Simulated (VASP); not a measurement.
ZnSe (Stilleite):

```
Zn Se
1.0
     0.00000    2.83242    2.83242
     2.83242    0.00000    2.83242
     2.83242    2.83242    0.00000
Zn Se
1 1
Cartesian
  0.0000 0.0000 0.0000
  1.4162 1.4162 1.4162
```

Program: VASP 6.6.1. Alike in all runs: task single point; no spin polarisation; cell as given; cutoff (eV) 520; smearing gaussian 0.01 eV.

Question: Order these runs on this cell by their band gap on the k mesh, lowest first.
A. level PBE; potentials or basis VASP PAW PBE potentials, release 64 (Zn, Se); k mesh 4 × 4 × 4
B. level r2SCAN; potentials or basis VASP PAW PBE potentials, release 64 (Zn, Se); k mesh 8 × 8 × 8
C. level LDA; potentials or basis VASP PAW LDA potentials, release 64 (Zn, Se); k mesh 8 × 8 × 8

Answer: C (1.07 eV), A (1.28 eV), B (1.87 eV).

Caveats: some runs use coarse meshes.
